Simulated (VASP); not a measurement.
Input of a VASP 6.6.1 run:

File INCAR:

```
SYSTEM = Si2Ni
  PREC = Accurate
  ENCUT = 520
  EDIFF = 1E-7
  ISMEAR = 0
  SIGMA = 0.1
  LREAL = Auto
  LASPH = .True.
  NELM = 60
  ALGO = Normal
  ISIF = 2
  LWAVE = .False.
  LCHARG = .False.
  GGA = PS
  NBANDS = 90
  ISYM = 0
```

Contents of KPOINTS:

```
Automatic mesh
0
Gamma
  2 2 2
  0.5 0.5 0.5
```

Contents of POSCAR:

```
Si2Ni
1.0
    5.2082384525     -0.2140427157      5.0681228551
    5.4683958550      5.4433189772     -0.4742001182
   -0.4341048201      5.4032236790      5.2881849596
Si Ni
16 8
Direct
   -0.0155486347      0.1815087937      0.1495248835
    0.1115134965      0.1598560195      0.6404943578
    0.1555965458      0.5796873189      0.6495989137
    0.6280275527      0.1973555260      0.6508936263
    0.6992183713      0.5286695805      0.6441223905
    0.3523578087      0.3312082068      0.2646079908
    0.4408872016      0.7776611884      0.4313676196
    0.9250134694      0.8337927106      0.3190262931
    0.3707570426      0.4291043895      0.8740362900
    0.3583467753      0.8380538646      0.9136003513
    0.8420578332      0.9040220945      0.8728635768
    0.5532917068      0.4744029552      0.3264516184
    0.5091783355      1.0078066281      0.5630343653
    1.0383377716     -0.0398805869      0.5036001558
    0.3563407954      1.0922803388      0.0846459023
   -0.1007175632      0.5426152227      0.0504730781
    0.1445520946      0.6289019388      0.0852047061
    0.6079633602      0.0255326667      0.2310270540
    0.5719591221      0.7799068600      0.0940083685
    0.8900672202      0.3229893421      0.3940649785
    0.9462055688      0.3791064806      0.8360729352
    0.0476731438      0.5005909044      0.4648702996
    0.5600739779      0.5098313107      0.9928632666
    0.9992737914      0.0060888862     -0.0202686959
```

Potentials or basis: VASP PAW PBE potentials, release 64 (Si, Ni).

Launch:

```bash
$ cat potpaw_PBE.64/Si/POTCAR potpaw_PBE.64/Ni/POTCAR > POTCAR
$ mpirun -np 1 vasp_std > vasp.out
```

(1) What does it give for the pressure?

(2) Predict the largest force.

(3) Estimate the band gap on the k mesh.

Answers

(1) 0.2 GPa.

(2) 0.036 eV/Å.

(3) 0.18 eV (least direct gap 0.28 eV).

Caveat: the PAW data sets were made with another functional, which shifts forces and pressure a little; a shifted mesh leaves out Γ, where band edges can lie.
